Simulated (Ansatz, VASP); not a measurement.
**TeMo2: VASP beside Ansatz**

```
Te Mo
1.0
     3.69722    0.00000    0.00000
     0.00000    3.69722    0.00000
     0.00000    0.00000    4.56471
Te Mo
1 2
Cartesian
  0.0000 0.0000 3.0847
  1.8486 0.0000 0.8030
  0.0000 1.8486 0.8030
```

Alike in both runs: functional PBE; k mesh 4 × 4 × 6; occupations gaussian, width 0.2 eV; no spin polarisation.

Ansatz relaxed the structure, and its values are those at the end. VASP's run is a single point on that final structure, the one shown.

|  | VASP | Ansatz |
| --- | --- | --- |
| version | VASP 6.6.1 | Ansatz 0.2.0 |
| potentials or method | VASP PAW PBE potentials, release 64 (Te, Mo_sv), cutoff 500 eV | scalar-relativistic, plane waves, PAW |
| valence electrons in the cell | 34 | 44 |

```csv
,VASP,Ansatz,Ansatz less VASP
gap on the k mesh at the Fermi level (eV),none,none,-
pressure (GPa),-0.3,-0.5,-0.16
```

A gap of «none» marks a metal or a gap that the smearing closes. VASP's potentials hold 34 valence electrons a cell and Ansatz's 44, so a difference there can come from the potentials and not from the codes.

The k mesh is coarse, so the values compare programs but aren't converged. Spin-orbit coupling is off throughout.
